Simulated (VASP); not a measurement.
Set up this calculation in VASP 6.6.1, as the native input.

```
Task                   : single point
Functional             : PBE
Dispersion             : D3(BJ)
Potentials or basis    : VASP PAW PBE potentials, release 64 (Pb_d, F)
Cutoff                 : 520 eV
k mesh                 : 8 × 8 × 8
Occupations            : gaussian, width 0.01 eV
Spin                   : no spin polarisation
Dipole correction      : no
Further INCAR settings : ALGO = Normal; EDIFF = 1e-07; NBANDS = 21
```

The structure of PbF2 lies in POSCAR:

```
PbF2
1.0
    0.0000000000      2.9811575223      2.9811575223
    2.9811575223      0.0000000000      2.9811575223
    2.9811575223      2.9811575223      0.0000000000
Pb F
1 2
Direct
    0.0000000000      0.0000000000      0.0000000000
    0.2500000000      0.2500000000      0.2500000000
    0.7500000000      0.7500000000      0.7500000000
```

One way to write it, as run:

INCAR

```
SYSTEM = PbF2
PREC = Accurate
ENCUT = 520
EDIFF = 1E-7
ISMEAR = 0
SIGMA = 0.01
LREAL = .False.
LASPH = .True.
NELM = 60
ALGO = Normal
ISIF = 2
LWAVE = .False.
LCHARG = .False.
GGA = PE
IVDW = 12
NBANDS = 21
```

KPOINTS

```
Automatic mesh
0
Gamma
  8 8 8
  0 0 0
```

Potentials or basis: VASP PAW PBE potentials, release 64 (Pb_d, F).

The run is started by

```console
$ cat potpaw_PBE.64/Pb_d/POTCAR potpaw_PBE.64/F/POTCAR > POTCAR
$ mpirun -np 1 vasp_std > vasp.out
```

It gave:

```json
{
 "Pressure": "-0.2 GPa",
 "Band gap on the k mesh": "4.42 eV (least direct gap 4.56 eV)",
 "Dispersion energy per atom": "-0.151 eV"
}
```

Caveat: spin-orbit coupling is left out, which moves the levels of the heavy elements.

Run time: 23 s on 1 thread of Intel(R) Xeon(R) Platinum 8259CL CPU @ 2.50GHz (Skylake/Cascade Lake), on a shared host, peak memory 0.2 GiB.
